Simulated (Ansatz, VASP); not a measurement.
**CoO in VASP and in Ansatz**

The input INCAR:

```
  PREC = Accurate
  ENCUT = 520
  EDIFF = 1E-7
  ISMEAR = -1
  SIGMA = 0.05
  LREAL = F
  LASPH = T
  NELM = 150
  ALGO = Normal
  ISIF = 2
  LWAVE = F
  LCHARG = F
  ISPIN = 2
  MAGMOM = 3 0
  LORBIT = 11
  NUPDOWN = 3.0
  LMAXMIX = 4
  GGA = PE
  NBANDS = 18
```

File KPOINTS:

```
regular mesh
0
Gamma
  9 9 9
```

File POSCAR:

```
CoO
1.0
    0.0000000000      2.1315000000      2.1315000000
    2.1315000000      0.0000000000      2.1315000000
    2.1315000000      2.1315000000      0.0000000000
Co O
1 1
Direct
    0.0000000000      0.0000000000      0.0000000000
    0.5000000000      0.5000000000      0.5000000000
```

input.yaml

```yaml
crystal:
  lattice:
    - [0.0, 2.1315, 2.1315]
    - [2.1315, 0.0, 2.1315]
    - [2.1315, 2.1315, 0.0]
  atoms:
    - { symbol: Co, position: [0.0, 0.0, 0.0], spin: 3.0 }
    - { symbol: O, position: [0.5, 0.5, 0.5] }
hamiltonian:
  xc: pbe
  pseudopotentials: { kind: paw }
magnetization:
  spin_polarized: true
  initial_magnetization: 3.0
  spin_locking: { lock_magnetization: hard }
kpoints:
  mp_grid: { grid: [9, 9, 9] }
scf:
  occupations: { method: fermi_dirac, width: 0.05 }
  lower_state_search: "off"
output:
  forces: true
  stress: true
  eigenvalues: true
```

Alike in both runs: task single point; functional PBE; k mesh 9 × 9 × 9; occupations fermi-dirac, width 0.05 eV; collinear spin; fixed moment 3 μB.

|  | VASP | Ansatz |
| --- | --- | --- |
| version | VASP 6.6.1 | Ansatz 0.2.0 |
| potentials or method | VASP PAW PBE potentials, release 64 (Co, O) | Ansatz PAW |
| plane-wave cutoff (eV) | 520 | 420 |
| valence electrons in the cell | 15 | 23 |

Ansatz gave:

| Item | Value |
| --- | --- |
| pressure (GPa) | -1.2 |
| net moment per atom (μB) | 1.50 |
| size of the moment on the site where the two differ most (μB) | 2.54 |

Q: Which values does VASP return?

A: Pressure (GPa): -1.5; net moment per atom (μB): 1.50; size of the moment on the site where the two differ most (μB): 2.62.

Site moments also hang on the region over which each program counts them. VASP's potentials hold 15 valence electrons a cell and Ansatz's 23, so a difference there can come from the potentials and not from the codes.
